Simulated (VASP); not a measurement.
# Tc (P6_3/mmc) in VASP: relaxation of cell and atoms with PBEsol

Aim: the relaxation of cell and atoms of Tc with PBEsol.

Program: VASP 6.6.1. These are calculated values, not measurements. Logs are shortened: lines on timing, memory, paths and dates and some standing lists are left out, and cuts for length are marked.

### 1 The cell of the first run

Symmetry: P6_3/mmc, No. 194, hexagonal system. Conventional cell: a = 2.740 Å, b = 2.740 Å, c = 4.398 Å, α = 90.00°, β = 90.00°, γ = 120.00°. Within 3.6 Å of Tc (site symmetry -6m2) lie 12 Tc at 2.71 to 2.74 Å.

### 2 Relaxation of cell and atoms, PBEsol, target pressure 20 GPa, at which the enthalpy is minimised

File INCAR:

```
SYSTEM = Tc
ALGO = Normal
EDIFF = 1E-7
EDIFFG = -0.01
ENCUT = 600
GGA = PS
IBRION = 2
ISIF = 3
ISMEAR = -1
LASPH = .True.
LCHARG = .False.
LREAL = .False.
LWAVE = .False.
NELM = 60
NSW = 80
PREC = Accurate
PSTRESS = 200.0
SIGMA = 0.05
```

File KPOINTS:

```
k-points
0
Gamma
  11 11 6
  0 0 0
```

File POSCAR:

```
Tc
1.0
    2.7400000000      0.0000000000      0.0000000000
   -1.3700000000      2.3729096064      0.0000000000
    0.0000000000      0.0000000000      4.3980000000
Tc
2
Direct
    0.6666666667      0.3333333333      0.7500000000
    0.3333333333      0.6666666667      0.2500000000
```

Potentials or basis: VASP PAW PBE potentials, release 64 (Tc_pv).

Command:

```bash
$ cat potpaw_PBE.64/Tc_pv/POTCAR > POTCAR
$ mpirun -np 1 vasp_std > vasp.out
```

OUTCAR:

```text
SYSTEM = Tc
   EDIFF = 1E-7
   EDIFFG = -0.01
   ENCUT = 600
   GGA = PS
   IBRION = 2
   ISIF = 3
   ISMEAR = -1
   LASPH = .True.
   LREAL = .False.
   NELM = 60
   NSW = 80
   PREC = Accurate
   PSTRESS = 200.0

 ion  position               nearest neighbor table
   1  0.667  0.333  0.750-   2 2.71   2 2.71   2 2.71   2 2.71   2 2.71   2 2.71
   2  0.333  0.667  0.250-   1 2.71   1 2.71   1 2.71   1 2.71   1 2.71   1 2.71

  LATTYP: Found a hexagonal cell.
 ALAT       =     2.7400000000
 C/A-ratio  =     1.6051094891

  Lattice vectors:

 A1 = (   2.7400000000,   0.0000000000,   0.0000000000)
 A2 = (  -1.3700000000,   2.3729096064,   0.0000000000)
 A3 = (   0.0000000000,   0.0000000000,   4.3980000000)

Analysis of symmetry for initial positions (statically):
=====================================================================
 Subroutine PRICEL returns:
 Original cell was already a primitive cell.

 Routine SETGRP: Setting up the symmetry group for a
 hexagonal supercell.

 Subroutine GETGRP returns: Found 24 space group operations
 (whereof 12 operations were pure point group operations)
 out of a pool of 24 trial point group operations.

The static configuration has the point symmetry D_3d.
 The point group associated with its full space group is D_6h.

Analysis of symmetry for dynamics (positions and initial velocities):
=====================================================================
 Subroutine PRICEL returns:
 Original cell was already a primitive cell.

 Routine SETGRP: Setting up the symmetry group for a
 hexagonal supercell.

 Subroutine GETGRP returns: Found 24 space group operations
 (whereof 12 operations were pure point group operations)
 out of a pool of 24 trial point group operations.

The dynamic configuration has the point symmetry D_3d.
 The point group associated with its full space group is D_6h.

 Subroutine INISYM returns: Found 24 space group operations
 (whereof 12 operations are pure point group operations),
 and found     1 'primitive' translations

----------------------------------------------------------------------------------------

                                     Primitive cell

  volume of cell :      28.5948

  direct lattice vectors                    reciprocal lattice vectors
     2.740000000  0.000000000  0.000000000     0.364963504  0.210711777  0.000000000
    -1.370000000  2.372909606  0.000000000     0.000000000  0.421423554  0.000000000
     0.000000000  0.000000000  4.398000000     0.000000000  0.000000000  0.227376080

  length of vectors
     2.740000000  2.740000000  4.398000000     0.421423554  0.421423554  0.227376080

  position of ions in fractional coordinates (direct lattice)
     0.666666667  0.333333333  0.750000000
     0.333333333  0.666666667  0.250000000

  ion indices of the primitive-cell ions
   primitive index   ion index
                 1           1
                 2           2

----------------------------------------------------------------------------------------

 KPOINTS: k-points

Automatic generation of k-mesh.
 Grid dimensions read from file:
 generate k-points for:   11   11    6

 Generating k-lattice:

  Cartesian coordinates                     Fractional coordinates (reciprocal lattice)
     0.033178500  0.019155616  0.000000000     0.090909091  0.000000000  0.000000000
     0.000000000  0.038311232  0.000000000     0.000000000  0.090909091  0.000000000
     0.000000000  0.000000000  0.037896013     0.000000000  0.000000000  0.166666667

  Length of vectors
     0.038311232  0.038311232  0.037896013

  Shift w.r.t. Gamma in fractional coordinates (k-lattice)
     0.000000000  0.000000000  0.000000000

 Subroutine IBZKPT returns following result:
 ===========================================

 Found     64 irreducible k-points:

 Following reciprocal coordinates:
            Coordinates               Weight
  0.000000  0.000000  0.000000      1.000000
  0.090909 -0.000000  0.000000      6.000000
  0.181818  0.000000  0.000000      6.000000
  0.272727  0.000000  0.000000      6.000000
  0.363636  0.000000  0.000000      6.000000
  0.454545  0.000000  0.000000      6.000000
[... 16 lines left out ...]
  0.090909  0.090909  0.166667     12.000000
  0.181818  0.090909  0.166667     24.000000
 [... further k-points ...]
   k-points           NKPTS =     64   k-points in BZ     NKDIM =     64   number of bands    NBANDS=     17
   number of dos      NEDOS =    301   number of ions     NIONS =      2
   total plane-waves  NPLWV =  20736
   dimension x,y,z NGX =    24 NGY =   24 NGZ =   36
   dimension x,y,z NGXF=    48 NGYF=   48 NGZF=   72
   ions per type =               2
   NGX,Y,Z   is equivalent  to a cutoff of  14.56, 14.56, 13.61 a.u.
   NGXF,Y,Z  is equivalent  to a cutoff of  29.12, 29.12, 27.22 a.u.
 SYSTEM =  Tc
   PREC   = accura    normal or accurate (medium, high low for compatibility)
   ISTART =      0    job   : 0-new  1-cont  2-samecut
   ICHARG =      2    charge: 1-file 2-atom 10-const
   ISPIN  =      1    spin polarized calculation?
   LNONCOLLINEAR =      F non collinear calculations
   LSORBIT =      F    spin-orbit coupling
   LASPH  =      T    aspherical Exc in radial PAW
   ENCUT  =  600.0 eV  44.10 Ry    6.64 a.u.   5.47  5.47  8.78*2*pi/ulx,y,z
   NELM   =     60;   NELMIN=  2; NELMDL= -5     # of ELM steps
   EDIFF  = 0.1E-06   stopping-criterion for ELM
   LREAL  =      F    real-space projection
   EDIFFG = -.1E-01   stopping-criterion for IOM
   NSW    =     80    number of steps for IOM
   IBRION =      2    ionic relax: 0-MD 1-quasi-New 2-CG
   NFREE  =      1    steps in history (QN), initial steepest desc. (CG)
   ISIF   =      3    stress and relaxation
   ISYM   =      2    0-nonsym 1-usesym 2-fastsym
   POTIM  = 0.5000    time-step for ionic-motion
   TEBEG  =    0.0;   TEEND  =   0.0 temperature during run
   PSTRESS=  200.0 pullay stress
   NELECT =      26.0000    total number of electrons
   NUPDOWN=      -1.0000    fix difference up-down
   EMIN   =  10.00;   EMAX   =-10.00  energy-range for DOS
   EFERMI =   0.00;   METHOD = LEGACY
   ISMEAR =    -1;   SIGMA  =   0.05  broadening in eV -4-tet -1-fermi 0-gaus
   EFERMI_NEDOS =   21; number of points for ismear=-14 and -15
   IALGO  =     38    algorithm
   IMIX   =      4    mixing-type and parameters
     AMIX     =   0.40;   BMIX     =  1.00
     AMIX_MAG =   1.60;   BMIX_MAG =  1.00
  volume/ion in A,a.u.               =      14.30        96.48
  Fermi-wavevector in a.u.,A,eV,Ry     =   1.586002  2.997108 34.224109  2.515401
  Thomas-Fermi vector in A             =   2.685380
   LORBIT       =      0    0 simple, 1 ext, 2 COOP (PROOUT), +10 PAW based schemes
   GGA     = PS    functional components
   LHFCALC =     F    Hartree Fock is set to
   AEXX    =    0.0000 exact exchange contribution
   IVDW    =     0    specifies the selected vdW correction
   LEPSILON=     F    determine dielectric tensor
   LRPA    =     F    only Hartree local field effects (RPA)
 conjugate gradient relaxation of ions
 non-spin polarized calculation
  energy-cutoff  :      600.00
  volume of cell :       28.59
 maximum number of plane-waves:       977
 NGX is ok and might be reduce to    24
   NGX = 11   NGY = 11   NGZ = 17

--------------------------------------- Ionic step        1  -------------------------------------------

 number of electron      26.0000001 magnetization

 Free energy of the ion-electron system (eV)
  ---------------------------------------------------
  ext. energy  EPLUGINS =         0.00000000
  ---------------------------------------------------
  free energy    TOTEN  =       -22.52843903 eV

  energy without entropy =      -22.51167593  energy(sigma->0) =      -22.52005748

------------------------ aborting loop because EDIFF is reached ----------------------------------------

  FORCE on cell =-STRESS in cart. coord.  units (eV):
  Direction    XX          YY          ZZ          XY          YZ          ZX
  --------------------------------------------------------------------------------------
  -------------------------------------------------------------------------------------
  Total       -1.2596912     -1.2596912     -1.2797115     -0.0000000      0.0000000      0.0000000
  in kB      -70.5809829    -70.5809829    -71.7027281     -0.0000000      0.0000000      0.0000000
  external PRESSURE =    -270.9548980 kB  Pullay stress =     200.0000000 kB

 VOLUME and BASIS-vectors are now :
 -----------------------------------------------------------------------------
  energy-cutoff  :      600.00
  volume of cell :       28.59
      direct lattice vectors                 reciprocal lattice vectors
     2.740000000  0.000000000  0.000000000     0.364963504  0.210711777  0.000000000
    -1.370000000  2.372909606  0.000000000     0.000000000  0.421423554  0.000000000
     0.000000000  0.000000000  4.398000000     0.000000000  0.000000000  0.227376080
[... 122 lines left out ...]
  FREE ENERGIE OF THE ION-ELECTRON SYSTEM (eV)
  ---------------------------------------------------
  free  energy   TOTEN  =       -22.4654945572 eV

  energy  without entropy=      -22.4495532981  energy(sigma->0) =      -22.45752393

  enthalpy is  TOTEN    =       -19.1496502332 eV   P V=        3.3158443240

--------------------------------------- Ionic step        5  -------------------------------------------

 number of electron      26.0000002 magnetization

 Free energy of the ion-electron system (eV)
  ---------------------------------------------------
  ext. energy  EPLUGINS =         0.00000000
  ---------------------------------------------------
  free energy    TOTEN  =       -22.45554266 eV

  energy without entropy =      -22.43962757  energy(sigma->0) =      -22.44758512

 E-fermi :  13.8760     XC(G=0): -14.4034

 val. band max:       13.8582125941   @ k =   0.3636   0.2727   0.5000
 cond. band min:      13.9142916849   @ k =   0.1818   0.0909   0.3333
 fundamental gap:      0.0560790908
 Fermi energy:        13.8759811279

 k-point     1 :       0.0000    0.0000    0.0000
  band No.  band energies     occupation
      1     -25.7384      2.00000
      2     -24.3100      2.00000
      3     -24.3100      2.00000
      4     -24.0746      2.00000
      5     -24.0746      2.00000
      6     -24.0243      2.00000
[... 9 lines left out ...]
     16      15.7692      0.00000
     17      16.7123      0.00000
[... 441 lines left out ...]
 k-point    24 :       0.1818    0.0909    0.1667
  band No.  band energies     occupation
      1     -25.4219      2.00000
      2     -24.8098      2.00000
      3     -24.7350      2.00000
      4     -24.4645      2.00000
      5     -24.2227      2.00000
      6     -24.1707      2.00000
[... 9 lines left out ...]
     16      14.9851      0.00000
     17      17.1131      0.00000

 [... further k-points ...]

------------------------ aborting loop because EDIFF is reached ----------------------------------------

  FORCE on cell =-STRESS in cart. coord.  units (eV):
  Direction    XX          YY          ZZ          XY          YZ          ZX
  --------------------------------------------------------------------------------------
  -------------------------------------------------------------------------------------
  Total        3.3117619      3.3117619      3.2933538      0.0000000      0.0000000     -0.0000000
  in kB      200.3752169    200.3752169    199.2614499      0.0000000      0.0000000     -0.0000000
  external PRESSURE =       0.0039612 kB  Pullay stress =     200.0000000 kB

 VOLUME and BASIS-vectors are now :
 -----------------------------------------------------------------------------
  energy-cutoff  :      600.00
  volume of cell :       26.48
      direct lattice vectors                 reciprocal lattice vectors
     2.670826486  0.000000000  0.000000000     0.374415937  0.216169142 -0.000000000
    -1.335413243  2.313003586  0.000000000     0.000000000  0.432338284 -0.000000000
    -0.000000000  0.000000000  4.286508635     0.000000000  0.000000000  0.233290093

 POSITION                                       TOTAL-FORCE (eV/Angst)
 -----------------------------------------------------------------------------------
      1.33541      0.77100      3.21488        -0.000000      0.000000      0.000000
     -0.00000      1.54200      1.07163         0.000000     -0.000000      0.000000
 -----------------------------------------------------------------------------------
    total drift:                               -0.000000      0.000000     -0.000000

  FREE ENERGIE OF THE ION-ELECTRON SYSTEM (eV)
  ---------------------------------------------------
  free  energy   TOTEN  =       -22.4555426632 eV

  energy  without entropy=      -22.4396275736  energy(sigma->0) =      -22.44758512

  enthalpy is  TOTEN    =       -19.1499822672 eV   P V=        3.3055603960

 reached required accuracy - stopping structural energy minimisation
```

Run time: 4.6 min. Hardware: 1 thread of AMD EPYC 7R13, shared host; peak memory 0.16 GiB.

What came out:

| Property | Result |
| --- | --- |
| Free energy | -22.4555 eV |
| Relaxed volume | 13.24 Å³/atom |
| Relaxed cell | a = 2.671 Å, b = 2.671 Å, c = 4.287 Å, α = 90.00°, β = 90.00°, γ = 120.00° |
| Space group after relaxing (to 0.1 Å) | P6_3/mmc (No. 194) |
| Energy change on relaxing (the run minimises the enthalpy) | +36.4 meV/atom |
| Ionic steps | 5 |
| Pressure after relaxing | 20.0 GPa |
| Band gap on the k mesh | zero (bands 13 and 14 overlap by 3.49 eV) |

Step by step:
```csv
step,energy change (eV),largest force (eV/Å),pressure (GPa),volume (Å³)
1,0.0000,0.0000,-7.10,28.59
2,4.6015,0.0000,243.79,19.71
3,0.0424,0.0000,15.85,26.75
4,0.0629,0.0000,18.73,26.56
5,0.0729,0.0000,20.00,26.48
```

Final structure:
```
Tc
1.0
     2.67083    0.00000    0.00000
    -1.33541    2.31300    0.00000
     0.00000    0.00000    4.28651
Tc
2
Direct
  0.66667 0.33333 0.75000
  0.33333 0.66667 0.25000
```

Caveat: the cell is relaxed towards a set pressure, so the run minimises the enthalpy, not the energy; the PAW data sets were made with another functional, which shifts forces and pressure a little.
